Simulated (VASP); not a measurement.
A run of VASP 6.6.1 is set up as follows.

The input INCAR:

```
SYSTEM = NiSb
PREC = Accurate ; ENCUT = 520
EDIFF = 1E-7 ; ISMEAR = -1
SIGMA = 0.05 ; LREAL = .False.
LASPH = .True. ; NELM = 150
ALGO = Normal ; ISIF = 2
LWAVE = .False. ; LCHARG = .False.
ISPIN = 2 ; MAGMOM = 0 0 1 1
LORBIT = 11 ; LMAXMIX = 4
GGA = PS ; NBANDS = 27
```

File KPOINTS:

```
Automatic mesh
0
Gamma
  8 8 5
  0 0 0
```

Contents of POSCAR:

```
NiSb
1.0
    3.8478142350      0.0000000000      0.0000000000
   -1.9239071175      3.3323048766      0.0000000000
    0.0000000000      0.0000000000      5.0154808766
Sb Ni
2 2
Direct
    0.6666666667      0.3333333333      0.7500000000
    0.3333333333      0.6666666667      0.2500000000
    0.0000000000      0.0000000000      0.5000000000
    0.0000000000      0.0000000000      0.0000000000
```

Potentials or basis: VASP PAW PBE potentials, release 64 (Sb, Ni).

The run is started by

```console
$ cat potpaw_PBE.64/Sb/POTCAR potpaw_PBE.64/Ni/POTCAR > POTCAR
$ mpirun -np 1 vasp_std > vasp.out
```

Question: What does it give for the net moment?

Answer: 0.00 μB per cell.

Question: What does it give for the pressure?

Answer: 6.7 GPa.

Stress tensor (GPa, compression positive):
```
7.04 0.00 0.00
0.00 7.04 0.00
0.00 0.00 6.05
```

Caveat: the PAW data sets were made with another functional, which shifts forces and pressure a little.
